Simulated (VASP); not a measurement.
Here is a VASP 6.6.1 calculation.

INCAR

```
PREC     = Accurate       # precision mode
ENCUT    = 520            # plane-wave cutoff, eV
EDIFF    = 1E-6           # SCF threshold, eV
ISMEAR   = 0              # smearing method
SIGMA    = 0.05           # smearing width, eV
LREAL    = False          # projectors in reciprocal space
LASPH    = True           # aspherical terms in the spheres
NELM     = 60             # most SCF steps
ALGO     = Fast           # electronic algorithm
ISIF     = 2              # what is computed and relaxed
LWAVE    = False          # write WAVECAR
LCHARG   = False          # write CHGCAR
GGA      = PE             # functional
NBANDS   = 13             # bands
```

Contents of KPOINTS:

```
Automatic mesh
0
Gamma
  12 12 12
```

File POSCAR:

```
Pb
1.0
    0.0000000000      2.5703053504      2.5703053504
    2.5703053504      0.0000000000      2.5703053504
    2.5703053504      2.5703053504      0.0000000000
Pb
1
Direct
    0.0000000000      0.0000000000      0.0000000000
```

Potentials or basis: VASP PAW PBE potentials, release 64 (Pb_d).

Run with:

```sh
$ cat potpaw_PBE.64/Pb_d/POTCAR > POTCAR
$ mpirun -np 1 vasp_std > vasp.out
```

(1) Estimate the pressure.

(2) Predict the band gap on the k mesh.

Results:

(1) -1.9 GPa.

(2) zero (band 7 reaches 12.63 eV, above the bottom of band 8 at 4.77 eV).

Caveat: spin-orbit coupling is left out, which moves the levels of the heavy elements.
